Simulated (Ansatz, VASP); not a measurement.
One calculation of Sb, two programs

Contents of INCAR:

```
SYSTEM = Sb
PREC = Accurate ; ENCUT = 520
EDIFF = 1E-6 ; ISMEAR = -1
SIGMA = 0.05 ; LREAL = .False.
LASPH = .True. ; NELM = 80
ALGO = Normal ; ISIF = 2
LWAVE = .False. ; LCHARG = .False.
GGA = PS ; NBANDS = 12
```

The input KPOINTS:

```
Automatic mesh
0
Gamma
  9 6 6
  0 0 0
```

The input POSCAR:

```
Sb
1.0
    3.1224020000      0.0000000000      0.0000000000
    0.0000000000      4.3475180000      0.0000000000
   -0.0389150000      0.0000000000      4.4058520000
Sb
2
Direct
    0.0113890000      0.2500000000      0.2411660000
    0.9886110000      0.7500000000      0.7588340000
```

The input input.yaml:

```yaml
crystal:
  lattice:
    - [3.122402, 0.0, 0.0]
    - [0.0, 4.347518, 0.0]
    - [-0.038915, 0.0, 4.405852]
  atoms:
    - { symbol: Sb, position: [0.011389, 0.25, 0.241166] }
    - { symbol: Sb, position: [0.988611, 0.75, 0.758834] }
kpoints:
  mp_grid: { grid: [9, 6, 6] }
scf:
  occupations: { method: fermi_dirac, width: 0.05 }
hamiltonian:
  xc: pbesol
  pseudopotentials: { kind: all_electron, lapw: { basis_error: 0.0005 } }
output:
  forces: true
  stress: true
  eigenvalues: true
```

Alike in both runs: task single point; functional PBEsol; k mesh 9 × 6 × 6; occupations fermi-dirac, width 0.05 eV; no spin polarisation.

|  | VASP | Ansatz |
| --- | --- | --- |
| version | VASP 6.6.1 | Ansatz 0.2.0 |
| potentials or method | VASP PAW PBE potentials, release 64 (Sb), cutoff 520 eV | all-electron LAPW, scalar-relativistic |

Ansatz gave:

| Quantity | Value |
| --- | --- |
| gap on the k mesh at the Fermi level (eV) | none |
| pressure (GPa) | -2.2 |
| traceless stress, the component that is largest in VASP (GPa) | 0.31 |
| rms of the force components (eV/Å) | 0.026 |

Problem. Which values does VASP return?

Solution. gap on the k mesh at the Fermi level (eV): none; pressure (GPa): -2.1; traceless stress, the component that is largest in VASP (GPa): 0.29; rms of the force components (eV/Å): 0.031.

VASP's potentials were made for PBE, not for PBEsol. Atom by atom the forces differ by 0.006 eV/Å (rms over components). A gap of «none» marks a metal or a gap that the smearing closes. Ansatz ran all-electron here, and VASP with PAW potentials.

Neither program's run includes spin-orbit coupling.
